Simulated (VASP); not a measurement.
Wanted: the native input for a VASP 6.6.1 run.

| Property | Result |
| --- | --- |
| Task | single point |
| Functional | PBEsol |
| Potentials or basis | VASP PAW PBE potentials, release 64 (Mo_sv) |
| Cutoff | 520 eV |
| k mesh | 18 × 18 × 18 |
| Occupations | gaussian, width 0.15 eV |
| Spin | no spin polarisation |
| Dipole correction | no |
| Further INCAR settings | ALGO = Normal; EDIFF = 1e-07; NBANDS = 13 |

The structure of Mo lies in POSCAR:

```
Mo
1.0
    2.6671226373      0.0000000000      0.0000000000
   -1.3335613186      2.3097959589      0.0000000000
    0.0000000000      0.0000000000      2.6829397350
Mo
1
Direct
    0.0000000000      0.0000000000      0.5000000000
```

This isn't the form of Mo at room conditions, which is bcc.

This cell differs from its parent crystal: strain -0.025 along x and y, +0.050 along z.

One way to write it, as run:

INCAR

```
ALGO     = Normal         # electronic algorithm
EDIFF    = 1E-7           # SCF threshold, eV
ENCUT    = 520            # plane-wave cutoff, eV
GGA      = PS             # functional
ISIF     = 2              # what is computed and relaxed
ISMEAR   = 0              # smearing method
LASPH    = T              # aspherical terms in the spheres
LCHARG   = F              # write CHGCAR
LREAL    = F              # projectors in reciprocal space
LWAVE    = F              # write WAVECAR
NBANDS   = 13             # bands
NELM     = 100            # most SCF steps
PREC     = Accurate       # precision mode
SIGMA    = 0.15           # smearing width, eV
```

KPOINTS

```
k-points
0
Gamma
  18 18 18
```

Potentials or basis: VASP PAW PBE potentials, release 64 (Mo_sv).

Launch:

```console
$ cat potpaw_PBE.64/Mo_sv/POTCAR > POTCAR
$ mpirun -np 1 vasp_std > vasp.out
```

Results of the run:

```json
{
 "Pressure": "-0.8 GPa",
 "Band gap on the k mesh": "zero (bands 7 and 8 overlap by 1.88 eV)"
}
```

Caveat: the cell differs from its parent crystal (strain -0.025 along x and y, +0.050 along z); the PAW data sets were made with another functional, which shifts forces and pressure a little.

Wall time 52 s on 1 thread of Intel(R) Xeon(R) Platinum 8488C (Sapphire Rapids), with other jobs on the host, peak memory 0.18 GiB.
